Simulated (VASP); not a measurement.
Here is a VASP 6.6.1 calculation.

File POSCAR:

```
BN
1.0
    2.6509820601      0.0000000000      0.0000000000
   -1.3254910301      2.2958178090      0.0000000000
    0.0000000000      0.0000000000      6.8301117434
B N
2 2
Direct
    0.3333333333      0.6666666667      0.2500000000
    0.6666666667      0.3333333333      0.7500000000
    0.3333333333      0.6666666667      0.7500000000
    0.6666666667      0.3333333333      0.2500000000
```

File INCAR.step1:

```
SYSTEM = BN
PREC = Accurate
ENCUT = 520
ISMEAR = 0
SIGMA = 0.02
LREAL = .FALSE.
LASPH = .TRUE.
NELM = 60
NBANDS = 16
GGA = PE
ALGO = Normal
EDIFF = 1E-4
LWAVE = .TRUE.
LCHARG = .FALSE.
```

The input INCAR.step2:

```
SYSTEM = BN
PREC = Accurate
ENCUT = 520
EDIFF = 1E-7
ISMEAR = 0
SIGMA = 0.02
LREAL = .FALSE.
LASPH = .TRUE.
NELM = 60
ALGO = Normal
ISIF = 2
LWAVE = .FALSE.
LCHARG = .TRUE.
METAGGA = R2SCAN
LMIXTAU = .TRUE.
LELF = .TRUE.
LVHAR = .TRUE.
NBANDS = 16
ISTART = 1
```

File KPOINTS:

```
regular mesh
0
G
  12 12 4
  0 0 0
```

Potentials or basis: VASP PAW PBE potentials, release 64 (B, N).

Command:

```console
$ cat potpaw_PBE.64/B/POTCAR potpaw_PBE.64/N/POTCAR > POTCAR
$ cp INCAR.step1 INCAR
$ mpirun -np 1 vasp_std > vasp.out
$ cp INCAR.step2 INCAR
$ mpirun -np 1 vasp_std > vasp.out
```

Problem. Estimate the pressure.

Solution. -32.2 GPa.

Problem. Estimate the band gap on the k mesh.

Solution. 4.57 eV (least direct gap 4.88 eV).

Stress tensor (GPa, compression positive):
```
-48.22   0.00   0.00
  0.00 -48.22   0.00
  0.00   0.00  -0.21
```

Caveat: the cell differs from its parent crystal (biaxial strain in the a-b plane: +6.0 %, then relaxed in part); the cell stands under tension; the PAW data sets were made with another functional, which shifts forces and pressure a little. A k mesh can miss the band edges.
